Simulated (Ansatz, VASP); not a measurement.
## Two plane-wave programs on CoNiO2

Contents of INCAR:

```
SYSTEM = CoNiO2
ALGO = Normal
EDIFF = 1E-6
ENCUT = 520
GGA = CA
ISIF = 2
ISMEAR = -1
ISPIN = 2
LASPH = .True.
LCHARG = .False.
LMAXMIX = 4
LORBIT = 11
LREAL = .False.
LWAVE = .False.
MAGMOM = 1 2 0 0
NBANDS = 28
NELM = 150
PREC = Accurate
SIGMA = 0.05
```

The input KPOINTS:

```
k-points
0
Gamma
  9 9 6
  0 0 0
```

The input POSCAR:

```
CoNiO2
1.0
    2.9735937763      0.0000000000      0.0000000000
    0.0000000000      2.9735937763      0.0000000000
    0.0000000000      0.0000000000      4.1652200993
Ni Co O
1 1 2
Direct
    0.0000000000      0.0000000000      0.0000000000
    0.5000000000      0.5000000000      0.5000000000
    0.0000000000      0.0000000000      0.5000000000
    0.5000000000      0.5000000000      0.0000000000
```

The input input.yaml:

```yaml
crystal:
  lattice:
    - [2.9735937763, 0.0, 0.0]
    - [0.0, 2.9735937763, 0.0]
    - [0.0, 0.0, 4.1652200993]
  atoms:
    - { symbol: Ni, position: [0.0, 0.0, 0.0], spin: 1.0 }
    - { symbol: Co, position: [0.5, 0.5, 0.5], spin: 2.0 }
    - { symbol: O, position: [0.0, 0.0, 0.5] }
    - { symbol: O, position: [0.5, 0.5, 0.0] }
hamiltonian:
  xc: lda
  pseudopotentials: { kind: paw }
magnetization:
  spin_polarized: true
kpoints:
  mp_grid: { grid: [9, 9, 6] }
scf:
  occupations: { method: fermi_dirac, width: 0.05 }
output:
  forces: true
  stress: true
  eigenvalues: true
  write_density: true
  write_potential: true
  elf: true
  volumetric_format: npy
```

Alike in both runs: task single point; functional LDA; k mesh 9 × 9 × 6; occupations fermi-dirac, width 0.05 eV; collinear spin.

|  | VASP | Ansatz |
| --- | --- | --- |
| version | VASP 6.6.1 | Ansatz 0.2.0 |
| potentials or method | VASP PAW LDA potentials, release 64 (Ni, Co, O) | Ansatz PAW |
| plane-wave cutoff (eV) | 520 | 420 |
| valence electrons in the cell | 31 | 47 |

```csv
,VASP,Ansatz,Ansatz less VASP
gap on the k mesh at the Fermi level (eV),none,none,-
pressure (GPa),-18.7,-17.2,+1.53
"traceless stress, the component that is largest in VASP (GPa)",0.15,0.14,-0.015
net moment per atom (μB),0.74,0.83,+0.084
size of the moment on the site where the two differ most (μB),2.08,2.19,+0.110
```

LDA's correlation is that of Perdew and Zunger in VASP and of Perdew and Wang (1992) in Ansatz. Site moments also hang on the region over which each program counts them. A gap of «none» marks a metal or a gap that the smearing closes. VASP's potentials hold 31 valence electrons a cell and Ansatz's 47, so a difference there can come from the potentials and not from the codes.
